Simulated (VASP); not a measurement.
# Zr (P6_3/mmc) in VASP: further runs, part 2 of 2

VASP 6.6.1.

## Step 4: Single point, LDA (20.91 Å³/atom)

This run uses another cell than the first one, of 20.91 Å³/atom.

INCAR

```
SYSTEM = Zr
PREC = Accurate
ENCUT = 520
EDIFF = 1E-6
ISMEAR = -1
SIGMA = 0.1
LREAL = .FALSE.
LASPH = .TRUE.
NELM = 100
ALGO = Normal
ISIF = 2
LWAVE = .FALSE.
LCHARG = .FALSE.
NBANDS = 19
```

KPOINTS

```
regular mesh
0
G
  19 19 10
  0 0 0
```

POSCAR

```
Zr
1.0
    3.1014746409      0.0000000000      0.0000000000
   -1.5507373204      2.6859558282      0.0000000000
    0.0000000000      0.0000000000      5.0206792407
Zr
2
Direct
    0.3333333333      0.6666666667      0.2500000000
    0.6666666667      0.3333333333      0.7500000000
```

Potentials or basis: VASP PAW LDA potentials, release 64 (Zr_sv).

Started as:

```sh
$ cat potpaw_LDA.64/Zr_sv/POTCAR > POTCAR
$ mpirun -np 1 vasp_std > vasp.out
```

OUTCAR:

```text
SYSTEM = Zr
   PREC = Accurate
   ENCUT = 520
   EDIFF = 1E-6
   ISMEAR = -1
   LREAL = .FALSE.
   LASPH = .TRUE.
   NELM = 100
   ISIF = 2

 ion  position               nearest neighbor table
   1  0.333  0.667  0.250-   2 3.08   2 3.08   2 3.08   2 3.08   2 3.08   2 3.08
   2  0.667  0.333  0.750-   1 3.08   1 3.08   1 3.08   1 3.08   1 3.08   1 3.08

  LATTYP: Found a hexagonal cell.
 ALAT       =     3.1014746409
 C/A-ratio  =     1.6188038988

  Lattice vectors:

 A1 = (   3.1014746409,   0.0000000000,   0.0000000000)
 A2 = (  -1.5507373204,   2.6859558282,   0.0000000000)
 A3 = (   0.0000000000,   0.0000000000,   5.0206792407)

Analysis of symmetry for initial positions (statically):
=====================================================================
 Subroutine PRICEL returns:
 Original cell was already a primitive cell.

 Routine SETGRP: Setting up the symmetry group for a
 hexagonal supercell.

 Subroutine GETGRP returns: Found 24 space group operations
 (whereof 12 operations were pure point group operations)
 out of a pool of 24 trial point group operations.

The static configuration has the point symmetry D_3d.
[... 157 lines left out ...]
  ext. energy  EPLUGINS =         0.00000000
  ---------------------------------------------------
  free energy    TOTEN  =       -18.59195141 eV

  energy without entropy =      -18.52454318  energy(sigma->0) =      -18.55824730

 E-fermi :  10.0073     XC(G=0): -11.7910

 val. band max:       10.0044067557   @ k =   0.2105   0.1579   0.4000
 cond. band min:      10.0132518470   @ k =   0.0000   0.0000   0.5000
 fundamental gap:      0.0088450913
 Fermi energy:        10.0072535934

 k-point     1 :       0.0000    0.0000    0.0000
  band No.  band energies     occupation
      1     -38.3334      2.00000
      2     -38.1021      2.00000
      3     -17.1991      2.00000
      4     -15.9760      2.00000
      5     -15.9760      2.00000
      6     -15.8098      2.00000
[... 505 lines left out ...]
      6     -16.2769      2.00000
[... 11 lines left out ...]
     18      15.6727      0.00000
     19      15.6924      0.00000

 [... further k-points ...]
[... 5 lines left out ...]
  --------------------------------------------------------------------------------------
  -------------------------------------------------------------------------------------
  Total        1.1572943      1.1572943      1.3618382      0.0000000      0.0000000      0.0000000
  in kB       44.3327636     44.3327636     52.1682793      0.0000000      0.0000000      0.0000000
  external PRESSURE =      46.9446022 kB  Pullay stress =       0.0000000 kB

 VOLUME and BASIS-vectors are now :
 -----------------------------------------------------------------------------
  energy-cutoff  :      520.00
  volume of cell :       41.82
      direct lattice vectors                 reciprocal lattice vectors
     3.101474641  0.000000000  0.000000000     0.322427270  0.186153471  0.000000000
    -1.550737320  2.685955828  0.000000000     0.000000000  0.372306942  0.000000000
     0.000000000  0.000000000  5.020679241     0.000000000  0.000000000  0.199176237

 POSITION                                       TOTAL-FORCE (eV/Angst)
 -----------------------------------------------------------------------------------
     -0.00000      1.79064      1.25517        -0.000000      0.000000      0.000000
      1.55074      0.89532      3.76551         0.000000     -0.000000      0.000000
 -----------------------------------------------------------------------------------
    total drift:                               -0.000000      0.000000     -0.000000

  FREE ENERGIE OF THE ION-ELECTRON SYSTEM (eV)
  ---------------------------------------------------
  free  energy   TOTEN  =       -18.5919514071 eV

  energy  without entropy=      -18.5245431831  energy(sigma->0) =      -18.55824730
```

OSZICAR:

```text
N       E                     dE             d eps       ncg     rms          rms(c)
DAV:   1     0.215521578649E+03    0.21552E+03   -0.13430E+04  9120   0.127E+03
DAV:   2    -0.307191244817E+01   -0.21859E+03   -0.21430E+03 10548   0.373E+02
DAV:   3    -0.188495295120E+02   -0.15778E+02   -0.15624E+02 16403   0.734E+01
DAV:   4    -0.192148183827E+02   -0.36529E+00   -0.36490E+00 10652   0.115E+01
DAV:   5    -0.192249376133E+02   -0.10119E-01   -0.10117E-01 13375   0.137E+00    0.177E+01
DAV:   6    -0.186886051438E+02    0.53633E+00   -0.79380E-01  9931   0.678E+00    0.740E+00
DAV:   7    -0.185880295090E+02    0.10058E+00   -0.53446E-01 13308   0.472E+00    0.110E+00
DAV:   8    -0.185918450006E+02   -0.38155E-02   -0.33827E-02 11978   0.151E+00    0.184E-01
DAV:   9    -0.185919630560E+02   -0.11806E-03   -0.83326E-04 11854   0.258E-01    0.293E-02
DAV:  10    -0.185919507840E+02    0.12272E-04   -0.30934E-05 12864   0.430E-02    0.201E-02
DAV:  11    -0.185919514071E+02   -0.62311E-06   -0.68896E-06 10055   0.283E-02
   1 F= -.18591951E+02 E0= -.18558247E+02  d E =-.674082E-01
```

Wall time 49 s (1 thread of Intel Xeon 6975P-C (Granite Rapids), shared host); peak memory 0.26 GiB.

What came out:

```
Free energy            : -18.5920 eV
Pressure               : 4.7 GPa
Band gap on the k mesh : zero (bands 12 and 13 overlap by 1.24 eV)
```

Levels at points of the mesh, in eV from the Fermi level:
```
           k point  band 10  band 11  band 12  band 13  band 14  band 15
(0.00, 0.00, 0.00)    -3.30     0.90     0.90     0.90     1.62     1.66
(0.00, 0.00, 0.50)    -3.95     0.01     0.01     0.83     0.83     0.83
```

Caveat: the cell stands under pressure.

## Step 5: Single point, LDA

This run uses another cell than the first one, of 21.78 Å³/atom.

INCAR

```
SYSTEM = Zr
ALGO = Normal
EDIFF = 1E-6
ENCUT = 520
ISIF = 2
ISMEAR = -1
LASPH = .TRUE.
LCHARG = .FALSE.
LREAL = .FALSE.
LWAVE = .FALSE.
NBANDS = 19
NELM = 100
PREC = Accurate
SIGMA = 0.1
```

KPOINTS

```
k-points
0
G
  19 19 10
  0 0 0
```

POSCAR

```
Zr
1.0
    3.1439658750      0.0000000000      0.0000000000
   -1.5719829375      2.7227543164      0.0000000000
    0.0000000000      0.0000000000      5.0894642161
Zr
2
Direct
    0.3333333333      0.6666666667      0.2500000000
    0.6666666667      0.3333333333      0.7500000000
```

Started as:

```sh
$ cat potpaw_LDA.64/Zr_sv/POTCAR > POTCAR
$ mpirun -np 1 vasp_std > vasp.out
```

Run time: 51 s. Hardware: 1 thread of Intel Xeon 6975P-C (Granite Rapids), shared host; peak memory 0.26 GiB.

The run converged. Its results:

| Item | Value |
| --- | --- |
| Free energy | -18.6183 eV |
| Pressure | 0.1 GPa |
| Band gap on the k mesh | zero (bands 12 and 13 overlap by 1.21 eV) |

Stress tensor (GPa, compression positive):
```
0.10 0.00 0.00
0.00 0.10 0.00
0.00 0.00 0.24
```

Levels at points of the mesh, in eV from the Fermi level:
```csv
k point,band 10,band 11,band 12,band 13,band 14,band 15
"(0.00, 0.00, 0.00)",-3.18,0.90,0.90,0.90,1.43,1.62
"(0.00, 0.00, 0.50)",-3.95,0.01,0.01,0.83,0.83,0.83
```

## Step 6: Single point, LDA (21.78 Å³/atom)

This run uses another cell than the first one, of 21.78 Å³/atom.

INCAR

```
  PREC = Accurate
  ENCUT = 520
  EDIFF = 1E-6
  ISMEAR = -1
  SIGMA = 0.1
  LREAL = False
  LASPH = True
  NELM = 60
  ALGO = Normal
  ISIF = 2
  LWAVE = False
  LCHARG = False
  GGA = CA
  NBANDS = 19
```

KPOINTS

```
Automatic mesh
0
Gamma
  19 19 10
```

POSCAR is that of step 5.

Potentials or basis: VASP PAW LDA potentials, release 64 (Zr_sv).

Started as:

```sh
$ cat potpaw_LDA.64/Zr_sv/POTCAR > POTCAR
$ mpirun -np 1 vasp_std > vasp.out
```

Wall time 52 s (1 thread of Intel Xeon 6975P-C (Granite Rapids), shared host); peak memory 0.26 GiB.

Results (log left out):

```yaml
Free_energy: -18.6183 eV
Pressure: 0.1 GPa
Band_gap_on_the_k_mesh: zero (bands 12 and 13 overlap by 1.21 eV)
```

Stress tensor (GPa, compression positive):
```
0.10 0.00 0.00
0.00 0.10 0.00
0.00 0.00 0.24
```

Levels at points of the mesh, in eV from the Fermi level:
```csv
k point,band 9,band 10,band 11,band 12,band 13,band 14,band 15,band 16
"(0.00, 0.00, 0.00)",-5.70,-3.18,0.90,0.90,0.90,1.43,1.62,1.62
"(0.00, 0.00, 0.50)",-3.95,-3.95,0.01,0.01,0.83,0.83,0.83,0.83
```

## Step 7: Overview

| cell | gap on the mesh (eV) | pressure (GPa) |
| --- | --- | --- |
| a = 3.013, b = 3.013, c = 4.877 Å, angles 90.0, 90.0, 120.0°, 2 atoms | none | 16.5 |
| a = 3.058, b = 3.058, c = 4.950 Å, angles 90.0, 90.0, 120.0°, 2 atoms | none | 10.1 |
| a = 3.101, b = 3.101, c = 5.021 Å, angles 90.0, 90.0, 120.0°, 2 atoms | none | 4.7 |
| a = 3.144, b = 3.144, c = 5.089 Å, angles 90.0, 90.0, 120.0°, 2 atoms | none | 0.1 |

Alike in all rows: task single point; level LDA; potentials or basis VASP PAW LDA potentials, release 64 (Zr_sv); no spin polarisation; k mesh 19 × 19 × 10; cutoff (eV) 520; smearing fermi-dirac 0.1 eV.

Caveats: the cell stands under pressure (at least some runs).

Total energies depend on the potentials used, so only differences within one code and one set of settings carry meaning.
